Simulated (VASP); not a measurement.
A run of VASP 6.6.1:

INCAR

```
SYSTEM = LiBe2
PREC = Accurate
ENCUT = 520
EDIFF = 1E-6
ISMEAR = 0
SIGMA = 0.1
LREAL = .False.
LASPH = .True.
NELM = 60
ALGO = Fast
ISIF = 2
LWAVE = .False.
LCHARG = .False.
GGA = PE
NBANDS = 10
```

File KPOINTS:

```
Automatic mesh
0
Gamma
  6 6 6
  0 0 0
```

The input POSCAR:

```
LiBe2
1.0
    4.0941056800      0.0000000000      0.0000000000
   -2.0470528400      3.5455995300      0.0000000000
    0.0000000000      0.0000000000      2.5071174700
Li Be
1 2
Direct
    0.0000000000      0.0000000000      0.0000000000
    0.6666666700      0.3333333300      0.6666666700
    0.3333333300      0.6666666700      0.3333333300
```

Potentials or basis: VASP PAW PBE potentials, release 64 (Li_sv, Be).

Launch:

```bash
$ cat potpaw_PBE.64/Li_sv/POTCAR potpaw_PBE.64/Be/POTCAR > POTCAR
$ mpirun -np 1 vasp_std > vasp.out
```

Hardware: 1 thread of Intel(R) Xeon(R) 6975P-C (Granite Rapids) (shared host).

Question: Estimate the wall time of this run.

Answer: It took 10 s on 1 thread of Intel(R) Xeon(R) 6975P-C (Granite Rapids), with other jobs on the host, peak memory 0.13 GiB. Counts: scf iterations 14, k points 34.
